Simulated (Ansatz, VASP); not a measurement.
**Two plane-wave programs on P**

The input POSCAR:

```
P
1.0
    1.6739534227      0.9664574592      3.1766252123
   -1.6739534227      0.9664574592      3.1766252123
    0.0000000000     -1.9329149184      3.1766252123
P
2
Direct
    0.2270802500      0.2270802500      0.2270802500
    0.7729197500      0.7729197500      0.7729197500
```

INCAR.step1

```
  PREC = Accurate
  ENCUT = 520
  ISMEAR = 0
  SIGMA = 0.15
  LREAL = F
  LASPH = T
  NELM = 80
  NBANDS = 12
  GGA = PE
  ALGO = Normal
  EDIFF = 1E-4
  LWAVE = T
  LCHARG = F
```

INCAR.step2

```
  PREC = Accurate
  ENCUT = 520
  EDIFF = 1E-7
  ISMEAR = 0
  SIGMA = 0.15
  LREAL = F
  LASPH = T
  NELM = 80
  ALGO = Normal
  ISIF = 2
  LWAVE = F
  LCHARG = F
  METAGGA = R2SCAN
  LMIXTAU = T
  NBANDS = 12
  ISTART = 1
```

Contents of KPOINTS:

```
regular mesh
0
Gamma
  18 18 18
```

Input for Ansatz:

```yaml
crystal:
  lattice:
    - [1.6739534227, 0.9664574592, 3.1766252123]
    - [-1.6739534227, 0.9664574592, 3.1766252123]
    - [0.0, -1.9329149184, 3.1766252123]
  atoms:
    - { symbol: P, position: [0.22708025, 0.22708025, 0.22708025] }
    - { symbol: P, position: [0.77291975, 0.77291975, 0.77291975] }
basis:
  ecutwfc: 500
kpoints:
  mp_grid: { grid: [18, 18, 18] }
hamiltonian:
  xc: r2scan
scf:
  occupations: { method: gaussian, width: 0.15 }
output:
  forces: true
  stress: true
  eigenvalues: true
```

Change from the starting cell: strain -0.030 along x and y, +0.015 along z, atoms carried along.

Alike in both runs: task single point; functional r2SCAN; k mesh 18 × 18 × 18; occupations gaussian, width 0.15 eV; no spin polarisation.

|  | VASP | Ansatz |
| --- | --- | --- |
| version | VASP 6.6.1 | Ansatz 0.2.0 |
| potentials or method | VASP PAW PBE potentials, release 64 (P), cutoff 520 eV | scalar-relativistic, plane waves, PAW |
| valence electrons in the cell | 10 | 10 |

|  | VASP | Ansatz | Ansatz less VASP |
| --- | --- | --- | --- |
| gap on the k mesh at the Fermi level (eV) | none | none | - |
| pressure (GPa) | 6.2 | 6.9 | +0.68 |
| traceless stress, the component that is largest in VASP (GPa) | -4.24 | -4.38 | -0.139 |
| rms of the force components (eV/Å) | 0.096 | 0.158 | +0.0619 |

VASP's potentials were made for PBE, not for r2SCAN. Atom by atom the forces differ by 0.062 eV/Å (rms over components). A gap of «none» marks a metal or a gap that the smearing closes. With one functional, cell and mesh, what is left measures potentials, basis and numerics.
